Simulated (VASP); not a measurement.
# WC (Fm-3m) in VASP: a series of runs

WC is run at these levels: r2SCAN; tasks: single point.

Everything below comes from runs of VASP 6.6.1. Logs are shortened: lines on timing, memory, paths and dates and some standing lists are left out, and cuts for length are marked.

## (1) The cell of the first run

The structure is cubic, space group Fm-3m (No. 225). The conventional cell has a = 4.311 Å, b = 4.311 Å, c = 4.311 Å, α = 90.00°, β = 90.00°, γ = 90.00°. Within 2.9 Å of W (site symmetry m-3m) lie 6 C at 2.16 Å. C (site symmetry m-3m) has 6 W at 2.16 Å within 2.9 Å.

## (2) Single point, r2SCAN

Contents of POSCAR:

```
WC
1.0
    0.0000000000      2.1555126834      2.1555126834
    2.1555126834      0.0000000000      2.1555126834
    2.1555126834      2.1555126834      0.0000000000
W C
1 1
Direct
    0.0000000000      0.0000000000      0.0000000000
    0.5000000000      0.5000000000      0.5000000000
```

Contents of INCAR.step1:

```
SYSTEM = WC
PREC = Accurate ; ENCUT = 520
ISMEAR = -1 ; SIGMA = 0.1
LREAL = .FALSE. ; LASPH = .TRUE.
NELM = 80 ; NBANDS = 16
GGA = PE ; ALGO = Normal
EDIFF = 1E-4 ; LWAVE = .TRUE.
LCHARG = .FALSE.
```

Contents of INCAR.step2:

```
SYSTEM = WC
PREC = Accurate ; ENCUT = 520
EDIFF = 1E-6 ; ISMEAR = -1
SIGMA = 0.1 ; LREAL = .FALSE.
LASPH = .TRUE. ; NELM = 80
ALGO = Normal ; ISIF = 2
LWAVE = .FALSE. ; LCHARG = .TRUE.
METAGGA = R2SCAN ; LMIXTAU = .TRUE.
LELF = .TRUE. ; LVHAR = .TRUE.
NBANDS = 16 ; ISTART = 1
```

Contents of KPOINTS:

```
regular mesh
0
G
  11 11 11
  0 0 0
```

Potentials or basis: VASP PAW PBE potentials, release 64 (W_sv, C).

Run with:

```
$ cat potpaw_PBE.64/W_sv/POTCAR potpaw_PBE.64/C/POTCAR > POTCAR
$ cp INCAR.step1 INCAR
$ mpirun -np 1 vasp_std > vasp.out
$ cp INCAR.step2 INCAR
$ mpirun -np 1 vasp_std > vasp.out
```

OUTCAR:

```text
SYSTEM = WC
   PREC = Accurate
   ENCUT = 520
   EDIFF = 1E-6
   ISMEAR = -1
   LREAL = .FALSE.
   LASPH = .TRUE.
   NELM = 80
   ISIF = 2
   METAGGA = R2SCAN
   ISTART = 1

 ion  position               nearest neighbor table
   1  0.000  0.000  0.000-   2 2.16   2 2.16   2 2.16   2 2.16   2 2.16   2 2.16
   2  0.500  0.500  0.500-   1 2.16   1 2.16   1 2.16   1 2.16   1 2.16   1 2.16

  LATTYP: Found a face centered cubic cell.
 ALAT       =     4.3110253668

  Lattice vectors:

 A1 = (   0.0000000000,   2.1555126834,   2.1555126834)
 A2 = (   2.1555126834,   0.0000000000,   2.1555126834)
 A3 = (   2.1555126834,   2.1555126834,   0.0000000000)

Analysis of symmetry for initial positions (statically):
=====================================================================
 Subroutine PRICEL returns:
 Original cell was already a primitive cell.

 Routine SETGRP: Setting up the symmetry group for a
 face centered cubic supercell.

 Subroutine GETGRP returns: Found 48 space group operations
 (whereof 48 operations were pure point group operations)
 out of a pool of 48 trial point group operations.

The static configuration has the point symmetry O_h .

Analysis of symmetry for dynamics (positions and initial velocities):
=====================================================================
 Subroutine PRICEL returns:
 Original cell was already a primitive cell.

 Routine SETGRP: Setting up the symmetry group for a
 face centered cubic supercell.

 Subroutine GETGRP returns: Found 48 space group operations
 (whereof 48 operations were pure point group operations)
 out of a pool of 48 trial point group operations.

The dynamic configuration has the point symmetry O_h .

 Subroutine INISYM returns: Found 48 space group operations
 (whereof 48 operations are pure point group operations),
 and found     1 'primitive' translations

----------------------------------------------------------------------------------------

                                     Primitive cell

  volume of cell :      20.0300

  direct lattice vectors                    reciprocal lattice vectors
     0.000000000  2.155512683  2.155512683    -0.231963376  0.231963376  0.231963376
     2.155512683  0.000000000  2.155512683     0.231963376 -0.231963376  0.231963376
     2.155512683  2.155512683  0.000000000     0.231963376  0.231963376 -0.231963376

  length of vectors
     3.048355271  3.048355271  3.048355271     0.401772353  0.401772353  0.401772353

  position of ions in fractional coordinates (direct lattice)
     0.000000000  0.000000000  0.000000000
     0.500000000  0.500000000  0.500000000

  ion indices of the primitive-cell ions
   primitive index   ion index
                 1           1
                 2           2

----------------------------------------------------------------------------------------

 KPOINTS: regular mesh

Automatic generation of k-mesh.
 Grid dimensions read from file:
 generate k-points for:   11   11   11

 Generating k-lattice:

  Cartesian coordinates                     Fractional coordinates (reciprocal lattice)
    -0.021087580  0.021087580  0.021087580     0.090909091  0.000000000  0.000000000
     0.021087580 -0.021087580  0.021087580     0.000000000  0.090909091  0.000000000
     0.021087580  0.021087580 -0.021087580     0.000000000  0.000000000  0.090909091

  Length of vectors
     0.036524759  0.036524759  0.036524759

  Shift w.r.t. Gamma in fractional coordinates (k-lattice)
     0.000000000  0.000000000  0.000000000

 Subroutine IBZKPT returns following result:
 ===========================================

 Found     56 irreducible k-points:

 Following reciprocal coordinates:
            Coordinates               Weight
  0.000000  0.000000  0.000000      1.000000
  0.090909  0.000000  0.000000      8.000000
  0.181818  0.000000  0.000000      8.000000
  0.272727  0.000000  0.000000      8.000000
  0.363636  0.000000  0.000000      8.000000
  0.454545  0.000000  0.000000      8.000000
[... 16 lines left out ...]
 -0.272727  0.181818  0.000000     24.000000
 -0.181818  0.181818  0.000000     12.000000
 [... further k-points ...]
   k-points           NKPTS =     56   k-points in BZ     NKDIM =     56   number of bands    NBANDS=     16
   number of dos      NEDOS =    301   number of ions     NIONS =      2
   total plane-waves  NPLWV =  13824
   dimension x,y,z NGX =    24 NGY =   24 NGZ =   24
   dimension x,y,z NGXF=    48 NGYF=   48 NGZF=   48
   ions per type =               1   1
   NGX,Y,Z   is equivalent  to a cutoff of  13.09, 13.09, 13.09 a.u.
   NGXF,Y,Z  is equivalent  to a cutoff of  26.18, 26.18, 26.18 a.u.
 SYSTEM =  WC
   PREC   = accura    normal or accurate (medium, high low for compatibility)
   ISTART =      1    job   : 0-new  1-cont  2-samecut
   ICHARG =      0    charge: 1-file 2-atom 10-const
   ISPIN  =      1    spin polarized calculation?
   LNONCOLLINEAR =      F non collinear calculations
   LSORBIT =      F    spin-orbit coupling
   LASPH  =      T    aspherical Exc in radial PAW
   ENCUT  =  520.0 eV  38.22 Ry    6.18 a.u.   5.67  5.67  5.67*2*pi/ulx,y,z
   NELM   =     80;   NELMIN=  2; NELMDL=  0     # of ELM steps
   EDIFF  = 0.1E-05   stopping-criterion for ELM
   LREAL  =      F    real-space projection
   EDIFFG = 0.1E-04   stopping-criterion for IOM
   NSW    =      0    number of steps for IOM
   IBRION =     -1    ionic relax: 0-MD 1-quasi-New 2-CG
   NFREE  =      0    steps in history (QN), initial steepest desc. (CG)
   ISIF   =      2    stress and relaxation
   ISYM   =      2    0-nonsym 1-usesym 2-fastsym
   POTIM  = 0.5000    time-step for ionic-motion
   TEBEG  =    0.0;   TEEND  =   0.0 temperature during run
   PSTRESS=    0.0 pullay stress
   NELECT =      18.0000    total number of electrons
   NUPDOWN=      -1.0000    fix difference up-down
   EMIN   =  10.00;   EMAX   =-10.00  energy-range for DOS
   EFERMI =   0.00;   METHOD = LEGACY
   ISMEAR =    -1;   SIGMA  =   0.10  broadening in eV -4-tet -1-fermi 0-gaus
   EFERMI_NEDOS =   21; number of points for ismear=-14 and -15
   IALGO  =     38    algorithm
   IMIX   =      4    mixing-type and parameters
     AMIX     =   0.40;   BMIX     =  1.00
     AMIX_MAG =   1.60;   BMIX_MAG =  1.00
  volume/ion in A,a.u.               =      10.02        67.58
  Fermi-wavevector in a.u.,A,eV,Ry     =   1.579811  2.985410 33.957451  2.495802
  Thomas-Fermi vector in A             =   2.680134
   LORBIT       =      0    0 simple, 1 ext, 2 COOP (PROOUT), +10 PAW based schemes
   METAGGA = R2SCAN    functional components
   LHFCALC =     F    Hartree Fock is set to
   AEXX    =    0.0000 exact exchange contribution
   IVDW    =     0    specifies the selected vdW correction
   LEPSILON=     F    determine dielectric tensor
   LRPA    =     F    only Hartree local field effects (RPA)
 non-spin polarized calculation
  energy-cutoff  :      520.00
  volume of cell :       20.03
 maximum number of plane-waves:       556
   NGX = 11   NGY = 11   NGZ = 11

 number of electron      17.9999999 magnetization

 Free energy of the ion-electron system (eV)
  ---------------------------------------------------
  ext. energy  EPLUGINS =         0.00000000
  ---------------------------------------------------
  free energy    TOTEN  =       -60.58604539 eV

  energy without entropy =      -60.54848776  energy(sigma->0) =      -60.56726657

 E-fermi :  13.2205     XC(G=0): -15.1867

 val. band max:       13.1956932669   @ k =  -0.2727   0.4545   0.1818
 cond. band min:      13.2624893803   @ k =   0.4545   0.0909   0.0000
 fundamental gap:      0.0667961134
 Fermi energy:        13.2204623493

 k-point     1 :       0.0000    0.0000    0.0000
  band No.  band energies     occupation
      1     -64.2224      2.00000
      2     -27.5493      2.00000
      3     -27.5493      2.00000
      4     -27.5493      2.00000
      5      -3.9731      2.00000
      6      10.1594      2.00000
[... 8 lines left out ...]
     15      23.7173      0.00000
     16      38.0106      0.00000

 k-point     2 :       0.0909    0.0000    0.0000
  band No.  band energies     occupation
      1     -64.2183      2.00000
      2     -27.6127      2.00000
      3     -27.5558      2.00000
      4     -27.5558      2.00000
      5      -3.7170      2.00000
      6       9.2900      2.00000
[... 8 lines left out ...]
     15      24.2998      0.00000
     16      35.8129      0.00000

 k-point     3 :       0.1818    0.0000    0.0000
  band No.  band energies     occupation
      1     -64.2069      2.00000
      2     -27.7795      2.00000
      3     -27.5730      2.00000
      4     -27.5730      2.00000
      5      -2.9885      2.00000
      6       7.6803      2.00000
[... 8 lines left out ...]
     15      25.6897      0.00000
     16      32.9205      0.00000

 k-point     4 :       0.2727    0.0000    0.0000
  band No.  band energies     occupation
      1     -64.1919      2.00000
      2     -27.9917      2.00000
      3     -27.5953      2.00000
      4     -27.5953      2.00000
      5      -1.8951      2.00000
      6       5.9599      2.00000
[... 8 lines left out ...]
     15      26.8066      0.00000
     16      30.7915      0.00000
[... 324 lines left out ...]
 k-point    22 :      -0.3636    0.1818    0.0000
  band No.  band energies     occupation
      1     -64.1649      2.00000
      2     -28.1909      2.00000
      3     -27.7976      2.00000
      4     -27.6473      2.00000
      5       0.1258      2.00000
      6       3.6491      2.00000
[... 8 lines left out ...]
     15      26.6581      0.00000
     16      27.9452      0.00000

 k-point    23 :      -0.2727    0.1818    0.0000
  band No.  band energies     occupation
      1     -64.1741      2.00000
      2     -28.0909      2.00000
      3     -27.7801      2.00000
      4     -27.6131      2.00000
      5      -0.6579      2.00000
      6       4.4478      2.00000
[... 8 lines left out ...]
     15      26.9225      0.00000
     16      27.9703      0.00000

 k-point    24 :      -0.1818    0.1818    0.0000
  band No.  band energies     occupation
      1     -64.1868      2.00000
      2     -27.9675      2.00000
      3     -27.7190      2.00000
      4     -27.5838      2.00000
      5      -1.6401      2.00000
      6       5.6211      2.00000
[... 8 lines left out ...]
     15      27.0624      0.00000
     16      28.3026      0.00000

 [... further k-points ...]
[... 5 lines left out ...]
  --------------------------------------------------------------------------------------
  -------------------------------------------------------------------------------------
  Total        2.2002987      2.2002987      2.2002987     -0.0000000     -0.0000000     -0.0000000
  in kB      175.9991170    175.9991170    175.9991170     -0.0000000     -0.0000000     -0.0000000
  external PRESSURE =     175.9991170 kB  Pullay stress =       0.0000000 kB

 VOLUME and BASIS-vectors are now :
 -----------------------------------------------------------------------------
  energy-cutoff  :      520.00
  volume of cell :       20.03
      direct lattice vectors                 reciprocal lattice vectors
     0.000000000  2.155512683  2.155512683    -0.231963376  0.231963376  0.231963376
     2.155512683  0.000000000  2.155512683     0.231963376 -0.231963376  0.231963376
     2.155512683  2.155512683  0.000000000     0.231963376  0.231963376 -0.231963376

 POSITION                                       TOTAL-FORCE (eV/Angst)
 -----------------------------------------------------------------------------------
      0.00000      0.00000      0.00000         0.000000      0.000000      0.000000
      2.15551      2.15551      2.15551        -0.000000     -0.000000     -0.000000
 -----------------------------------------------------------------------------------
    total drift:                                0.000000     -0.000000     -0.000000

  FREE ENERGIE OF THE ION-ELECTRON SYSTEM (eV)
  ---------------------------------------------------
  free  energy   TOTEN  =       -60.5860453881 eV

  energy  without entropy=      -60.5484877570  energy(sigma->0) =      -60.56726657
```

It took 23 s on 1 thread of Intel Xeon 6975P-C (Granite Rapids), shared host; peak memory 0.15 GiB.

What came out:

- Free energy: -60.5860 eV
- Pressure: 17.6 GPa
- Band gap on the k mesh: zero (band 9 reaches 14.29 eV, above the bottom of band 10 at 10.82 eV)

Caveat: the PAW data sets were made with another functional, which shifts forces and pressure a little; spin-orbit coupling is left out, which moves the levels of the heavy elements.

(Part 1 of 3 ends here.)
